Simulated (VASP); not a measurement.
# Sb (P6_3/mmc) in VASP: notebook

Sb is run at these levels: PBE; tasks: single point.

All numbers are computed with VASP 6.6.1; they aren't measurements. Logs are shortened: lines on timing, memory, paths and dates and some standing lists are left out, and cuts for length are marked.

**1. The cell of the first run**

Symmetry: P6_3/mmc, No. 194, hexagonal system. The conventional cell has a = 3.369 Å, b = 3.369 Å, c = 5.330 Å, α = 90.00°, β = 90.00°, γ = 120.00°. Sb (site symmetry -6m2) has 12 Sb at 3.30 to 3.37 Å within 4.3 Å.

**2. Single point, PBE**

File INCAR:

```
  PREC = Accurate
  ENCUT = 520
  EDIFF = 1E-6
  ISMEAR = -1
  SIGMA = 0.03
  LREAL = False
  LASPH = True
  NELM = 60
  ALGO = Normal
  ISIF = 2
  LWAVE = False
  LCHARG = False
  GGA = PE
  NBANDS = 12
```

File KPOINTS:

```
Automatic mesh
0
Gamma
  12 12 7
```

File POSCAR:

```
Sb
1.0
    3.3690001795      0.0000000000      0.0000000000
   -1.6845000898      2.9176397408      0.0000000000
    0.0000000000      0.0000000000      5.3300000000
Sb
2
Direct
    0.3333333333      0.6666666667      0.2500000000
    0.6666666667      0.3333333333      0.7500000000
```

Potentials or basis: VASP PAW PBE potentials, release 64 (Sb).

Command:

```sh
> cat potpaw_PBE.64/Sb/POTCAR > POTCAR
> mpirun -np 1 vasp_std > vasp.out
```

OUTCAR:

```text
PREC = Accurate
   ENCUT = 520
   EDIFF = 1E-6
   ISMEAR = -1
   LREAL = False
   LASPH = True
   NELM = 60
   ISIF = 2
   GGA = PE

 ion  position               nearest neighbor table
   1  0.333  0.667  0.250-   2 3.30   2 3.30   2 3.30   2 3.30   2 3.30   2 3.30
   2  0.667  0.333  0.750-   1 3.30   1 3.30   1 3.30   1 3.30   1 3.30   1 3.30

  LATTYP: Found a hexagonal cell.
 ALAT       =     3.3690001795
 C/A-ratio  =     1.5820717471

  Lattice vectors:

 A1 = (   3.3690001795,   0.0000000000,   0.0000000000)
 A2 = (  -1.6845000898,   2.9176397408,   0.0000000000)
 A3 = (   0.0000000000,   0.0000000000,   5.3300000000)

Analysis of symmetry for initial positions (statically):
=====================================================================
 Subroutine PRICEL returns:
 Original cell was already a primitive cell.

 Routine SETGRP: Setting up the symmetry group for a
 hexagonal supercell.

 Subroutine GETGRP returns: Found 24 space group operations
 (whereof 12 operations were pure point group operations)
 out of a pool of 24 trial point group operations.

The static configuration has the point symmetry D_3d.
 The point group associated with its full space group is D_6h.

Analysis of symmetry for dynamics (positions and initial velocities):
=====================================================================
 Subroutine PRICEL returns:
 Original cell was already a primitive cell.

 Routine SETGRP: Setting up the symmetry group for a
 hexagonal supercell.

 Subroutine GETGRP returns: Found 24 space group operations
 (whereof 12 operations were pure point group operations)
 out of a pool of 24 trial point group operations.

The dynamic configuration has the point symmetry D_3d.
 The point group associated with its full space group is D_6h.

 Subroutine INISYM returns: Found 24 space group operations
 (whereof 12 operations are pure point group operations),
 and found     1 'primitive' translations

----------------------------------------------------------------------------------------

                                     Primitive cell

  volume of cell :      52.3914

  direct lattice vectors                    reciprocal lattice vectors
     3.369000179  0.000000000  0.000000000     0.296823968  0.171371398  0.000000000
    -1.684500090  2.917639741  0.000000000     0.000000000  0.342742795  0.000000000
     0.000000000  0.000000000  5.330000000     0.000000000  0.000000000  0.187617261

  length of vectors
     3.369000179  3.369000180  5.330000000     0.342742795  0.342742795  0.187617261

  position of ions in fractional coordinates (direct lattice)
[... 84 lines left out ...]
   NFREE  =      0    steps in history (QN), initial steepest desc. (CG)
   ISIF   =      2    stress and relaxation
   ISYM   =      2    0-nonsym 1-usesym 2-fastsym
   POTIM  = 0.5000    time-step for ionic-motion
   TEBEG  =    0.0;   TEEND  =   0.0 temperature during run
   PSTRESS=    0.0 pullay stress
   NELECT =      10.0000    total number of electrons
   NUPDOWN=      -1.0000    fix difference up-down
   EMIN   =  10.00;   EMAX   =-10.00  energy-range for DOS
   EFERMI =   0.00;   METHOD = LEGACY
   ISMEAR =    -1;   SIGMA  =   0.03  broadening in eV -4-tet -1-fermi 0-gaus
   EFERMI_NEDOS =   21; number of points for ismear=-14 and -15
   IALGO  =     38    algorithm
   IMIX   =      4    mixing-type and parameters
     AMIX     =   0.40;   BMIX     =  1.00
     AMIX_MAG =   1.60;   BMIX_MAG =  1.00
  volume/ion in A,a.u.               =      26.20       176.78
  Fermi-wavevector in a.u.,A,eV,Ry     =   0.942587  1.781231 12.088376  0.888471
  Thomas-Fermi vector in A             =   2.070211
   LORBIT       =      0    0 simple, 1 ext, 2 COOP (PROOUT), +10 PAW based schemes
   GGA     = PE    functional components
   LHFCALC =     F    Hartree Fock is set to
   AEXX    =    0.0000 exact exchange contribution
   IVDW    =     0    specifies the selected vdW correction
   LEPSILON=     F    determine dielectric tensor
   LRPA    =     F    only Hartree local field effects (RPA)
 non-spin polarized calculation
  energy-cutoff  :      520.00
  volume of cell :       52.39
 maximum number of plane-waves:      1428
 NGX is ok and might be reduce to    28
   NGX = 13   NGY = 13   NGZ = 19

 number of electron      10.0000000 magnetization

 Free energy of the ion-electron system (eV)
  ---------------------------------------------------
  ext. energy  EPLUGINS =         0.00000000
  ---------------------------------------------------
  free energy    TOTEN  =        -7.70585446 eV

  energy without entropy =       -7.70263768  energy(sigma->0) =       -7.70424607

 E-fermi :   8.9263     XC(G=0): -10.3515

 val. band max:        8.9100845342   @ k =   0.1667   0.0000   0.0000
 cond. band min:       8.9334794279   @ k =   0.3333   0.2500   0.0000
 fundamental gap:      0.0233948938
 Fermi energy:         8.9263083815

 k-point     1 :       0.0000    0.0000    0.0000
  band No.  band energies     occupation
      1      -4.2586      2.00000
      2      -0.0296      2.00000
      3       2.9515      2.00000
      4      12.2292      0.00000
      5      12.2292      0.00000
      6      14.0300      0.00000
      7      14.0300      0.00000
      8      14.9666      0.00000
      9      16.3035      0.00000
     10      17.7127      0.00000
     11      18.7923      0.00000
     12      18.7923      0.00000
[... 331 lines left out ...]
 k-point    24 :       0.3333    0.0000    0.1429
  band No.  band energies     occupation
      1      -2.2420      2.00000
      2       0.9157      2.00000
      3       4.6757      2.00000
      4       6.0742      2.00000
      5       7.9096      2.00000
      6       9.6458      0.00000
      7      11.4518      0.00000
      8      12.8035      0.00000
      9      13.8377      0.00000
     10      16.1313      0.00000
     11      17.9193      0.00000
     12      18.7349      0.00000

 [... further k-points ...]
[... 5 lines left out ...]
  --------------------------------------------------------------------------------------
  -------------------------------------------------------------------------------------
  Total        1.1021259      1.1021259      0.6484559     -0.0000000      0.0000000     -0.0000000
  in kB       33.7040334     33.7040334     19.8303843     -0.0000000      0.0000000     -0.0000000
  external PRESSURE =      29.0794837 kB  Pullay stress =       0.0000000 kB

 VOLUME and BASIS-vectors are now :
 -----------------------------------------------------------------------------
  energy-cutoff  :      520.00
  volume of cell :       52.39
      direct lattice vectors                 reciprocal lattice vectors
     3.369000179  0.000000000  0.000000000     0.296823968  0.171371398  0.000000000
    -1.684500090  2.917639741  0.000000000     0.000000000  0.342742795  0.000000000
     0.000000000  0.000000000  5.330000000     0.000000000  0.000000000  0.187617261

 POSITION                                       TOTAL-FORCE (eV/Angst)
 -----------------------------------------------------------------------------------
     -0.00000      1.94509      1.33250        -0.000000      0.000000      0.000000
      1.68450      0.97255      3.99750         0.000000     -0.000000      0.000000
 -----------------------------------------------------------------------------------
    total drift:                               -0.000000      0.000000      0.000000

  FREE ENERGIE OF THE ION-ELECTRON SYSTEM (eV)
  ---------------------------------------------------
  free  energy   TOTEN  =        -7.7058544579 eV

  energy  without entropy=       -7.7026376792  energy(sigma->0) =       -7.70424607
```

Run time: 22 s. Hardware: 1 thread of Intel Xeon Platinum 8488C (Sapphire Rapids), shared host; peak memory 0.19 GiB.

Results:

```
Free energy            : -7.7059 eV
Pressure               : 2.9 GPa
Band gap on the k mesh : zero (band 5 reaches 12.92 eV, above the bottom of band 6 at 5.95 eV)
```

Caveat: spin-orbit coupling is left out, which moves the levels of the heavy elements.

**3. Single point, PBE (volume scaled by 1.025)**

File INCAR:

```
ALGO = Normal
EDIFF = 1E-6
ENCUT = 520
GGA = PE
ISIF = 2
ISMEAR = -1
LASPH = T
LCHARG = F
LREAL = F
LWAVE = F
NBANDS = 12
NELM = 60
PREC = Accurate
SIGMA = 0.03
```

File KPOINTS:

```
k-points
0
Gamma
  12 12 7
```

File POSCAR:

```
Sb
1.0
    3.3968444189      0.0000000000      0.0000000000
   -1.6984222095      2.9417535595      0.0000000000
    0.0000000000      0.0000000000      5.3740515845
Sb
2
Direct
    0.3333333333      0.6666666667      0.2500000000
    0.6666666667      0.3333333333      0.7500000000
```

Potentials or basis: VASP PAW PBE potentials, release 64 (Sb).

Command:

```sh
> cat potpaw_PBE.64/Sb/POTCAR > POTCAR
> mpirun -np 1 vasp_std > vasp.out
```

OUTCAR:

```text
EDIFF = 1E-6
   ENCUT = 520
   GGA = PE
   ISIF = 2
   ISMEAR = -1
   LASPH = T
   LREAL = F
   NELM = 60
   PREC = Accurate

 ion  position               nearest neighbor table
   1  0.333  0.667  0.250-   2 3.33   2 3.33   2 3.33   2 3.33   2 3.33   2 3.33
   2  0.667  0.333  0.750-   1 3.33   1 3.33   1 3.33   1 3.33   1 3.33   1 3.33

  LATTYP: Found a hexagonal cell.
 ALAT       =     3.3968444189
 C/A-ratio  =     1.5820717471

  Lattice vectors:

[... 539 lines left out ...]
      6       9.3022      0.00000
      7      11.0689      0.00000
      8      12.3540      0.00000
      9      13.5113      0.00000
     10      15.7264      0.00000
     11      17.5049      0.00000
     12      18.3264      0.00000

 [... further k-points ...]
[... 5 lines left out ...]
  --------------------------------------------------------------------------------------
  -------------------------------------------------------------------------------------
  Total        0.5390976      0.5390976      0.0959719     -0.0000000     -0.0000000      0.0000000
  in kB       16.0840053     16.0840053      2.8633255     -0.0000000     -0.0000000      0.0000000
  external PRESSURE =      11.6771120 kB  Pullay stress =       0.0000000 kB

 VOLUME and BASIS-vectors are now :
 -----------------------------------------------------------------------------
  energy-cutoff  :      520.00
  volume of cell :       53.70
      direct lattice vectors                 reciprocal lattice vectors
     3.396844419  0.000000000  0.000000000     0.294390875  0.169966651  0.000000000
    -1.698422209  2.941753559  0.000000000     0.000000000  0.339933302  0.000000000
     0.000000000  0.000000000  5.374051585     0.000000000  0.000000000  0.186079345

 POSITION                                       TOTAL-FORCE (eV/Angst)
 -----------------------------------------------------------------------------------
     -0.00000      1.96117      1.34351        -0.000000     -0.000000      0.000000
      1.69842      0.98058      4.03054         0.000000      0.000000      0.000000
 -----------------------------------------------------------------------------------
    total drift:                                0.000000     -0.000000      0.000000

  FREE ENERGIE OF THE ION-ELECTRON SYSTEM (eV)
  ---------------------------------------------------
  free  energy   TOTEN  =        -7.7223687272 eV

  energy  without entropy=       -7.7193644174  energy(sigma->0) =       -7.72086657
```

OSZICAR:

```text
N       E                     dE             d eps       ncg     rms          rms(c)
DAV:   1     0.345694341857E+02    0.34569E+02   -0.36879E+03  1824   0.667E+02
DAV:   2    -0.586741541969E+01   -0.40437E+02   -0.39334E+02  2424   0.109E+02
DAV:   3    -0.771562956809E+01   -0.18482E+01   -0.18258E+01  2284   0.255E+01
DAV:   4    -0.773075047887E+01   -0.15121E-01   -0.15118E-01  2108   0.274E+00
DAV:   5    -0.773090183237E+01   -0.15135E-03   -0.15135E-03  2200   0.309E-01    0.243E+00
DAV:   6    -0.772526019048E+01    0.56416E-02   -0.34490E-03  2056   0.308E-01    0.138E+00
DAV:   7    -0.772233167433E+01    0.29285E-02   -0.68302E-03  1928   0.436E-01    0.497E-02
DAV:   8    -0.772236804493E+01   -0.36371E-04   -0.12591E-04  2220   0.792E-02    0.146E-02
DAV:   9    -0.772236949636E+01   -0.14514E-05   -0.31112E-06  2060   0.129E-02    0.295E-03
DAV:  10    -0.772236872725E+01    0.76911E-06   -0.22165E-07  1304   0.305E-03
   1 F= -.77223687E+01 E0= -.77208666E+01  d E =-.300431E-02
```

It took 19 s on 1 thread of Intel Xeon Platinum 8488C (Sapphire Rapids), shared host; peak memory 0.2 GiB.

What came out:

```yaml
Free_energy: -7.7224 eV
Pressure: 1.2 GPa
Band_gap_on_the_k_mesh: zero (band 5 reaches 12.46 eV, above the bottom of band 6 at 5.72 eV)
```

Stress tensor (GPa, compression positive):
```
1.61 0.00 0.00
0.00 1.61 0.00
0.00 0.00 0.29
```

Caveat: spin-orbit coupling is left out, which moves the levels of the heavy elements.

**4. Single point, PBE (volume scaled by 1.05)**

File INCAR:

```
SYSTEM = Sb
PREC = Accurate
ENCUT = 520
EDIFF = 1E-6
ISMEAR = -1
SIGMA = 0.03
LREAL = .FALSE.
LASPH = .TRUE.
NELM = 80
ALGO = Normal
ISIF = 2
LWAVE = .FALSE.
LCHARG = .FALSE.
GGA = PE
NBANDS = 12
```

File KPOINTS:

```
regular mesh
0
G
  12 12 7
  0 0 0
```

File POSCAR:

```
Sb
1.0
    3.4242395086      0.0000000000      0.0000000000
   -1.7121197543      2.9654784030      0.0000000000
    0.0000000000      0.0000000000      5.4173925818
Sb
2
Direct
    0.3333333333      0.6666666667      0.2500000000
    0.6666666667      0.3333333333      0.7500000000
```

Command:

```sh
> cat potpaw_PBE.64/Sb/POTCAR > POTCAR
> mpirun -np 1 vasp_std > vasp.out
```

Wall time 19 s (1 thread of Intel Xeon Platinum 8488C (Sapphire Rapids), shared host); peak memory 0.2 GiB.

It converged, with:

- Free energy: -7.7255 eV
- Pressure: -0.4 GPa
- Band gap on the k mesh: zero (band 5 reaches 12.03 eV, above the bottom of band 6 at 5.50 eV)

Stress tensor (GPa, compression positive):
```
 0.05  0.00  0.00
 0.00  0.05  0.00
 0.00  0.00 -1.20
```

Levels at points of the mesh, in eV from the Fermi level:
| k point | band 1 | band 2 | band 3 | band 4 | band 5 | band 6 | band 7 | band 8 | band 9 | band 10 |
| --- | --- | --- | --- | --- | --- | --- | --- | --- | --- | --- |
| (0.00, 0.00, 0.00) | -12.80 | -8.87 | -5.67 | 3.09 | 3.09 | 4.79 | 4.79 | 5.63 | 7.16 | 8.72 |
| (0.50, 0.00, 0.00) | -9.46 | -8.12 | -4.17 | -2.81 | -2.29 | -0.15 | 0.09 | 3.53 | 4.21 | 7.35 |

Caveat: spin-orbit coupling is left out, which moves the levels of the heavy elements.

**5. The runs side by side**

| cell | gap on the mesh (eV) | pressure (GPa) |
| --- | --- | --- |
| a = 3.369, b = 3.369, c = 5.330 Å, angles 90.0, 90.0, 120.0°, 2 atoms | none | 2.9 |
| a = 3.397, b = 3.397, c = 5.374 Å, angles 90.0, 90.0, 120.0°, 2 atoms | none | 1.2 |
| a = 3.424, b = 3.424, c = 5.417 Å, angles 90.0, 90.0, 120.0°, 2 atoms | none | -0.4 |

Alike in all rows: task single point; level PBE; potentials or basis VASP PAW PBE potentials, release 64 (Sb); no spin polarisation; k mesh 12 × 12 × 7; cutoff (eV) 520; smearing fermi-dirac 0.03 eV.

Caveats: spin-orbit coupling is left out, which moves the levels of the heavy elements.

Total energies depend on the potentials used, so only differences within one code and one set of settings carry meaning.
